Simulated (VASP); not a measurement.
Here is a VASP 6.6.1 calculation.

INCAR

```
SYSTEM = Na
ALGO = Normal
EDIFF = 1E-6
ENCUT = 520
ISIF = 2
ISMEAR = 1
LASPH = .True.
LCHARG = .False.
LREAL = .False.
LWAVE = .False.
NBANDS = 14
NELM = 80
PREC = Accurate
SIGMA = 0.1
```

Contents of KPOINTS:

```
k-points
0
Gamma
  9 9 5
  0 0 0
```

POSCAR

```
Na
1.0
    3.2635167843      0.0000000000      0.0000000000
   -1.6317583921      2.8262884409      0.0000000000
    0.0000000000      0.0000000000      5.5337312130
Na
2
Direct
    0.3333333333      0.6666666667      0.2500000000
    0.6666666667      0.3333333333      0.7500000000
```

Potentials or basis: VASP PAW LDA potentials, release 64 (Na_pv).

Launch:

```console
$ cat potpaw_LDA.64/Na_pv/POTCAR > POTCAR
$ mpirun -np 1 vasp_std > vasp.out
```

(1) What does it give for the band gap on the k mesh?

(2) Estimate the pressure.

Results:

(1) zero (band 7 reaches 3.74 eV, above the bottom of band 8 at -0.90 eV).

(2) 4.0 GPa.
